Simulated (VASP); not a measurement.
# YAl2N3 (P-3m1) in VASP: a series of runs

Runs on YAl2N3. Level: PBE. Tasks: single point, relaxation of cell and atoms.

Everything below comes from runs of VASP 6.6.1. Logs are shortened: lines on timing, memory, paths and dates and some standing lists are left out, and cuts for length are marked.

## Step 1: The cell of the first run

It takes space group P-3m1 (No. 164, trigonal). Conventional cell: a = 3.560 Å, b = 3.560 Å, c = 8.930 Å, α = 90.00°, β = 90.00°, γ = 120.00°. Y (site symmetry -3m) has 6 N at 1.78 Å within 2.4 Å. Within 2.8 Å of Al (site symmetry 3m) lie 3 Al at 2.13 Å. N (site symmetry 2/m) has 4 N at 1.78 Å and 2 Y at 1.78 Å within 2.4 Å.

## Step 2: Single point, PBE

Input file INCAR:

```
SYSTEM = YAl2N3
ALGO = Normal
EDIFF = 1E-7
ENCUT = 520
GGA = PE
ISIF = 2
ISMEAR = 0
LASPH = .True.
LCHARG = .False.
LREAL = .False.
LWAVE = .False.
NBANDS = 25
NELM = 80
PREC = Accurate
SIGMA = 0.1
```

Input file KPOINTS:

```
k-points
0
Gamma
  6 6 2
  0 0 0
```

Input file POSCAR:

```
YAl2N3
1.0
    3.5597500800      0.0000000000      0.0000000000
   -1.7798750400      3.0828340000      0.0000000000
    0.0000000000      0.0000000000      8.9295368600
Y Al N
1 2 3
Direct
    0.0000000000      0.0000000000      0.0000000000
    0.3333333300      0.6666666700      0.5312521600
    0.6666666700      0.3333333300      0.4687478400
    0.5000000000      0.0000000000      0.0000000000
    0.0000000000      0.5000000000      0.0000000000
    0.5000000000      0.5000000000      0.0000000000
```

Potentials or basis: VASP PAW PBE potentials, release 64 (Y_sv, Al, N).

On the command line:

```sh
$ cat potpaw_PBE.64/Y_sv/POTCAR potpaw_PBE.64/Al/POTCAR potpaw_PBE.64/N/POTCAR > POTCAR
$ mpirun -np 1 vasp_std > vasp.out
```

OUTCAR:

```text
SYSTEM = YAl2N3
   EDIFF = 1E-7
   ENCUT = 520
   GGA = PE
   ISIF = 2
   ISMEAR = 0
   LASPH = .True.
   LREAL = .False.
   NELM = 80
   PREC = Accurate

 ion  position               nearest neighbor table
   1  0.000  0.000  0.000-   5 1.78   6 1.78   5 1.78   6 1.78   4 1.78   4 1.78
   2  0.333  0.667  0.531-   3 2.13   3 2.13   3 2.13
   3  0.667  0.333  0.469-   2 2.13   2 2.13   2 2.13
   4  0.500  0.000  0.000-   1 1.78   1 1.78
   5  0.000  0.500  0.000-   1 1.78   1 1.78
   6  0.500  0.500  0.000-   1 1.78   1 1.78

  LATTYP: Found a hexagonal cell.
 ALAT       =     3.5597500800
 C/A-ratio  =     2.5084729712

  Lattice vectors:

 A1 = (   3.5597500800,   0.0000000000,   0.0000000000)
 A2 = (  -1.7798750400,   3.0828340000,   0.0000000000)
 A3 = (   0.0000000000,   0.0000000000,   8.9295368600)

Analysis of symmetry for initial positions (statically):
=====================================================================
 Subroutine PRICEL returns:
 Original cell was already a primitive cell.

 Routine SETGRP: Setting up the symmetry group for a
 hexagonal supercell.

 Subroutine GETGRP returns: Found 12 space group operations
 (whereof 12 operations were pure point group operations)
 out of a pool of 24 trial point group operations.

The static configuration has the point symmetry D_3d.

Analysis of symmetry for dynamics (positions and initial velocities):
=====================================================================
 Subroutine PRICEL returns:
 Original cell was already a primitive cell.

 Routine SETGRP: Setting up the symmetry group for a
 hexagonal supercell.

 Subroutine GETGRP returns: Found 12 space group operations
 (whereof 12 operations were pure point group operations)
 out of a pool of 24 trial point group operations.

The dynamic configuration has the point symmetry D_3d.

 Subroutine INISYM returns: Found 12 space group operations
 (whereof 12 operations are pure point group operations),
 and found     1 'primitive' translations

----------------------------------------------------------------------------------------

                                     Primitive cell

  volume of cell :      97.9938

  direct lattice vectors                    reciprocal lattice vectors
     3.559750080  0.000000000  0.000000000     0.280918598  0.162188428  0.000000000
    -1.779875040  3.082834000  0.000000000     0.000000000  0.324376856  0.000000000
     0.000000000  0.000000000  8.929536860     0.000000000  0.000000000  0.111987891

  length of vectors
     3.559750080  3.559750080  8.929536860     0.324376856  0.324376856  0.111987891

  position of ions in fractional coordinates (direct lattice)
     0.000000000  0.000000000  0.000000000
     0.333333330  0.666666670  0.531252160
     0.666666670  0.333333330  0.468747840
     0.500000000  0.000000000  0.000000000
     0.000000000  0.500000000  0.000000000
     0.500000000  0.500000000  0.000000000

  ion indices of the primitive-cell ions
   primitive index   ion index
                 1           1
                 2           2
                 3           3
                 4           4
                 5           5
                 6           6

----------------------------------------------------------------------------------------

 KPOINTS: k-points

Automatic generation of k-mesh.
 Grid dimensions read from file:
 generate k-points for:    6    6    2

 Generating k-lattice:

  Cartesian coordinates                     Fractional coordinates (reciprocal lattice)
     0.046819766  0.027031405  0.000000000     0.166666667  0.000000000  0.000000000
     0.000000000  0.054062809  0.000000000     0.000000000  0.166666667  0.000000000
     0.000000000  0.000000000  0.055993945     0.000000000  0.000000000  0.500000000

  Length of vectors
     0.054062809  0.054062809  0.055993945

  Shift w.r.t. Gamma in fractional coordinates (k-lattice)
     0.000000000  0.000000000  0.000000000

 Subroutine IBZKPT returns following result:
 ===========================================

 Found     14 irreducible k-points:

 Following reciprocal coordinates:
            Coordinates               Weight
  0.000000  0.000000  0.000000      1.000000
  0.166667  0.000000  0.000000      6.000000
  0.333333  0.000000  0.000000      6.000000
  0.500000  0.000000  0.000000      3.000000
  0.166667  0.166667  0.000000      6.000000
  0.333333  0.166667  0.000000     12.000000
  0.333333  0.333333  0.000000      2.000000
  0.000000  0.000000  0.500000      1.000000
  0.166667  0.000000  0.500000      6.000000
  0.333333  0.000000  0.500000      6.000000
  0.500000  0.000000  0.500000      3.000000
  0.166667  0.166667  0.500000      6.000000
  0.333333  0.166667  0.500000     12.000000
  0.333333  0.333333  0.500000      2.000000
   k-points           NKPTS =     14   k-points in BZ     NKDIM =     14   number of bands    NBANDS=     25
   number of dos      NEDOS =    301   number of ions     NIONS =      6
   total plane-waves  NPLWV =  54880
   dimension x,y,z NGX =    28 NGY =   28 NGZ =   70
   dimension x,y,z NGXF=    56 NGYF=   56 NGZF=  140
   ions per type =               1   2   3
   NGX,Y,Z   is equivalent  to a cutoff of  13.08, 13.08, 13.03 a.u.
   NGXF,Y,Z  is equivalent  to a cutoff of  26.15, 26.15, 26.06 a.u.
 SYSTEM =  YAl2N3
   PREC   = accura    normal or accurate (medium, high low for compatibility)
   ISTART =      0    job   : 0-new  1-cont  2-samecut
   ICHARG =      2    charge: 1-file 2-atom 10-const
   ISPIN  =      1    spin polarized calculation?
   LNONCOLLINEAR =      F non collinear calculations
   LSORBIT =      F    spin-orbit coupling
   LASPH  =      T    aspherical Exc in radial PAW
   ENCUT  =  520.0 eV  38.22 Ry    6.18 a.u.   6.62  6.62 16.60*2*pi/ulx,y,z
   NELM   =     80;   NELMIN=  2; NELMDL= -5     # of ELM steps
   EDIFF  = 0.1E-06   stopping-criterion for ELM
   LREAL  =      F    real-space projection
   EDIFFG = 0.1E-05   stopping-criterion for IOM
   NSW    =      0    number of steps for IOM
   IBRION =     -1    ionic relax: 0-MD 1-quasi-New 2-CG
   NFREE  =      0    steps in history (QN), initial steepest desc. (CG)
   ISIF   =      2    stress and relaxation
   ISYM   =      2    0-nonsym 1-usesym 2-fastsym
   POTIM  = 0.5000    time-step for ionic-motion
   TEBEG  =    0.0;   TEEND  =   0.0 temperature during run
   PSTRESS=    0.0 pullay stress
   NELECT =      32.0000    total number of electrons
   NUPDOWN=      -1.0000    fix difference up-down
   EMIN   =  10.00;   EMAX   =-10.00  energy-range for DOS
   EFERMI =   0.00;   METHOD = LEGACY
   ISMEAR =     0;   SIGMA  =   0.10  broadening in eV -4-tet -1-fermi 0-gaus
   EFERMI_NEDOS =   21; number of points for ismear=-14 and -15
   IALGO  =     38    algorithm
   IMIX   =      4    mixing-type and parameters
     AMIX     =   0.40;   BMIX     =  1.00
     AMIX_MAG =   1.60;   BMIX_MAG =  1.00
  volume/ion in A,a.u.               =      16.33       110.22
  Fermi-wavevector in a.u.,A,eV,Ry     =   1.127350  2.130382 17.291878  1.270917
  Thomas-Fermi vector in A             =   2.264035
   LORBIT       =      0    0 simple, 1 ext, 2 COOP (PROOUT), +10 PAW based schemes
   GGA     = PE    functional components
   LHFCALC =     F    Hartree Fock is set to
   AEXX    =    0.0000 exact exchange contribution
   IVDW    =     0    specifies the selected vdW correction
   LEPSILON=     F    determine dielectric tensor
   LRPA    =     F    only Hartree local field effects (RPA)
 non-spin polarized calculation
 Gauss-broadening in eV      SIGMA  =   0.10
  energy-cutoff  :      520.00
  volume of cell :       97.99
 maximum number of plane-waves:      2674
 NGX is ok and might be reduce to    28
   NGX = 13   NGY = 13   NGZ = 33

 number of electron      32.0000004 magnetization

 Free energy of the ion-electron system (eV)
  ---------------------------------------------------
  ext. energy  EPLUGINS =         0.00000000
  ---------------------------------------------------
  free energy    TOTEN  =       -13.66033058 eV

  energy without entropy =      -13.64739611  energy(sigma->0) =      -13.65386335

 E-fermi :   3.6110     XC(G=0):  -8.9196

 val. band max:        3.4660078604   @ k =   0.3333   0.1667   0.5000
 cond. band min:       3.6439152826   @ k =   0.3333   0.3333   0.0000
 fundamental gap:      0.1779074223
 Fermi energy:         3.6110438682

 k-point     1 :       0.0000    0.0000    0.0000
  band No.  band energies     occupation
      1     -37.3431      2.00000
      2     -19.9160      2.00000
      3     -19.9160      2.00000
      4     -16.8186      2.00000
      5     -15.8021      2.00000
      6      -9.4674      2.00000
[... 17 lines left out ...]
     24       9.1876      0.00000
     25       9.4772      0.00000

 k-point     2 :       0.1667    0.0000    0.0000
  band No.  band energies     occupation
      1     -37.2987      2.00000
      2     -20.8256      2.00000
      3     -20.0422      2.00000
      4     -16.7456      2.00000
      5     -14.5058      2.00000
      6     -10.8752      2.00000
[... 17 lines left out ...]
     24      10.0819      0.00000
     25      10.7743      0.00000

 k-point     3 :       0.3333    0.0000    0.0000
  band No.  band energies     occupation
      1     -37.2079      2.00000
      2     -21.9884      2.00000
      3     -20.2748      2.00000
      4     -16.5941      2.00000
      5     -13.6514      2.00000
      6     -10.0566      2.00000
[... 272 lines left out ...]
 k-point    13 :       0.3333    0.1667    0.5000
  band No.  band energies     occupation
      1     -37.1616      2.00000
      2     -22.1809      2.00000
      3     -20.8700      2.00000
      4     -16.5159      2.00000
      5     -12.5736      2.00000
      6      -9.6992      2.00000
[... 17 lines left out ...]
     24       9.4137      0.00000
     25       9.5819      0.00000

 k-point    14 :       0.3333    0.3333    0.5000
  band No.  band energies     occupation
      1     -37.1383      2.00000
      2     -21.7577      2.00000
      3     -21.7577      2.00000
      4     -16.4764      2.00000
      5     -10.2358      2.00000
      6     -10.2358      2.00000
[... 17 lines left out ...]
     24      10.8039      0.00000
     25      10.8060      0.00000

------------------------ aborting loop because EDIFF is reached ----------------------------------------

  FORCE on cell =-STRESS in cart. coord.  units (eV):
  Direction    XX          YY          ZZ          XY          YZ          ZX
  --------------------------------------------------------------------------------------
  -------------------------------------------------------------------------------------
  Total       81.9560962     81.9560962      1.0023630      0.0000000      0.0000000      0.0000000
  in kB     1339.9644095   1339.9644091     16.3884177      0.0000000      0.0000000      0.0000000
  external PRESSURE =     898.7724121 kB  Pullay stress =       0.0000000 kB

 VOLUME and BASIS-vectors are now :
 -----------------------------------------------------------------------------
  energy-cutoff  :      520.00
  volume of cell :       97.99
      direct lattice vectors                 reciprocal lattice vectors
     3.559750080  0.000000000  0.000000000     0.280918598  0.162188428  0.000000000
    -1.779875040  3.082834000  0.000000000     0.000000000  0.324376856  0.000000000
     0.000000000  0.000000000  8.929536860     0.000000000  0.000000000  0.111987891

 POSITION                                       TOTAL-FORCE (eV/Angst)
 -----------------------------------------------------------------------------------
      0.00000      0.00000      0.00000        -0.000000      0.000000      0.000000
     -0.00000      2.05522      4.74384         0.000000     -0.000000      3.829893
      1.77988      1.02761      4.18570         0.000000      0.000000     -3.829893
      1.77988      0.00000      0.00000        -0.000000      0.000000      0.000000
     -0.88994      1.54142      0.00000        -0.000000      0.000000      0.000000
      0.88994      1.54142      0.00000        -0.000000      0.000000      0.000000
 -----------------------------------------------------------------------------------
    total drift:                               -0.000000      0.000000     -0.000000

  FREE ENERGIE OF THE ION-ELECTRON SYSTEM (eV)
  ---------------------------------------------------
  free  energy   TOTEN  =       -13.6603305807 eV

  energy  without entropy=      -13.6473961118  energy(sigma->0) =      -13.65386335
```

Wall time 39 s (1 thread of AMD EPYC 9R45 (Zen 5), shared host); peak memory 0.21 GiB.

Results:

```
Free energy            : -13.6603 eV
Pressure               : 89.9 GPa
Largest force          : 3.830 eV/Å
Band gap on the k mesh : zero (band 16 reaches 5.64 eV, above the bottom of band 17 at 3.32 eV)
```

Forces on the atoms (eV/Å):
```
Y    0.000  0.000  0.000
Al   0.000  0.000  3.830
Al   0.000  0.000 -3.830
N    0.000  0.000  0.000
N    0.000  0.000  0.000
N    0.000  0.000  0.000
```

Levels at points of the mesh, in eV from the Fermi level:
```csv
k point,band 13,band 14,band 15,band 16,band 17,band 18
"(0.00, 0.00, 0.00)",-0.37,0.47,0.88,0.88,2.05,2.61
"(0.50, 0.00, 0.00)",-2.79,-1.80,-0.82,0.09,0.41,0.50
"(0.00, 0.00, 0.50)",-0.37,0.88,0.88,2.03,2.05,2.41
"(0.50, 0.00, 0.50)",-2.77,-1.80,-0.82,0.07,0.33,0.50
```

Caveat: forces of over 1 eV/Å act on the atoms, so gaps and moduli don't describe the material at rest.

## Step 3: Relaxation of cell and atoms, PBE

Input file INCAR:

```
  PREC = Accurate
  ENCUT = 600
  EDIFF = 1E-7
  ISMEAR = 0
  SIGMA = 0.1
  LREAL = F
  LASPH = T
  NELM = 100
  ALGO = Normal
  ISIF = 3
  LWAVE = F
  LCHARG = F
  GGA = PE
  IBRION = 2
  NSW = 90
  EDIFFG = -0.04
```

Input file KPOINTS:

```
Automatic mesh
0
Gamma
  6 6 2
```

POSCAR is that of step 2.

Potentials or basis: VASP PAW PBE potentials, release 64 (Y_sv, Al, N).

On the command line:

```sh
$ cat potpaw_PBE.64/Y_sv/POTCAR potpaw_PBE.64/Al/POTCAR potpaw_PBE.64/N/POTCAR > POTCAR
$ mpirun -np 1 vasp_std > vasp.out
```

Run time: 11 min. Hardware: 1 thread of AMD EPYC 9R45 (Zen 5), shared host; peak memory 0.26 GiB.

The run converged. Its results:

- Free energy: -39.8738 eV
- Relaxed volume: 10.55 Å³/atom
- Relaxed cell: a = 4.993 Å, b = 4.993 Å, c = 2.931 Å, α = 90.00°, β = 90.00°, γ = 120.00°
- Space group after relaxing (to 0.05 Å): P6/mmm (No. 191)
- Energy gained by relaxing: 4367.3 meV/atom
- Ionic steps: 35
- Pressure after relaxing: 0.1 GPa
- Largest force after relaxing: 0.015 eV/Å
- Band gap on the k mesh: zero (band 16 reaches 8.47 eV, above the bottom of band 17 at 7.57 eV)

Forces on the atoms (eV/Å):
```
Y    0.000  0.000  0.000
Al   0.000  0.000 -0.015
Al   0.000  0.000  0.015
N    0.000  0.000  0.000
N    0.000  0.000  0.000
N    0.000  0.000  0.000
```

Stress tensor (GPa, compression positive):
```
 0.25  0.00  0.00
 0.00  0.25  0.00
 0.00  0.00 -0.32
```

The path:
```
step  energy change (eV)  largest force (eV/Å)  pressure (GPa)  volume (Å³)
   1              0.0000                3.8298           89.83        97.99
   2             -3.9735                0.2977          -15.96       271.75
   3            -16.0233                0.5351           -5.02       164.40
   4            -16.1825                0.4700           -2.83       159.03
   5            -16.2276                0.3927           -0.60       154.36
   6            -16.2249                0.4155           -1.23       155.62
   7            -16.2761                0.3798           -1.33       153.43
   8            -16.4442                0.2469           -1.72       146.80
   9            -16.9433                0.0390           -2.98       133.21
  10            -18.9235                0.1026           -6.58       104.72
  11            -14.3706                5.4318          195.47        42.34
  12            -20.4429                1.6127           -8.02        97.39
  13            -23.5137                0.9526           -1.08        73.80
  14            -25.1991                0.5542           22.59        58.29
  15            -23.4239                0.8291           76.01        50.37
  16            -25.2567                0.8024           32.33        56.14
  17            -25.2649                0.7919           32.71        56.05
  18            -25.2820                0.7554           33.88        55.81
  19            -25.2813                0.6588           36.56        55.31
  20            -25.2876                0.7100           35.22        55.55
  21            -25.3058                0.7021           34.80        55.62
  22            -25.3591                0.6789           33.56        55.83
  23            -25.4604                0.6339           31.13        56.26
  24            -25.6419                0.5503           26.47        57.12
  25            -25.9240                0.4078           17.83        58.87
  26            -26.1888                0.1974            3.07        62.45
  27            -26.1988                0.1612            0.23        63.27
  28            -26.1988                0.1546           -0.31        63.44
  29            -26.1991                0.1506           -0.32        63.43
  30            -26.1999                0.1386           -0.34        63.43
  31            -26.2012                0.1147           -0.22        63.43
  32            -26.2029                0.0675           -0.42        63.43
  33            -26.2022                0.0247           -0.44        63.43
  34            -26.2033                0.0331           -0.44        63.43
  35            -26.2041                0.0149            0.06        63.28
```

Final structure:
```
CELL_PARAMETERS angstrom
4.99291 0.00000 0.00000
-2.49646 4.32399 0.00000
0.00000 0.00000 2.93130
ATOMIC_POSITIONS crystal
Y 0.00000 0.00000 0.00000
Al 0.33333 0.66667 0.50106
Al 0.66667 0.33333 0.49894
N 0.50000 0.00000 0.00000
N 0.00000 0.50000 0.00000
N 0.50000 0.50000 0.00000
```

Levels at points of the mesh, in eV from the Fermi level:
| k point | band 13 | band 14 | band 15 | band 16 | band 17 | band 18 | band 19 | band 20 |
| --- | --- | --- | --- | --- | --- | --- | --- | --- |
| (0.00, 0.00, 0.00) | -1.44 | -1.27 | 0.02 | 0.45 | 0.45 | 3.89 | 3.92 | 3.92 |
| (0.50, 0.00, 0.00) | -2.59 | -2.17 | -1.53 | -0.44 | 0.05 | 2.53 | 4.43 | 5.46 |
| (0.00, 0.00, 0.50) | -3.38 | -0.89 | -0.89 | 0.47 | 0.85 | 0.85 | 1.77 | 5.56 |
| (0.50, 0.00, 0.50) | -2.97 | -2.85 | -1.44 | 0.42 | 0.76 | 2.12 | 2.52 | 5.03 |

Caveat: the volume moved by over 15 % at a fixed basis, so the end points are rough.

[end of part 1 of 2]
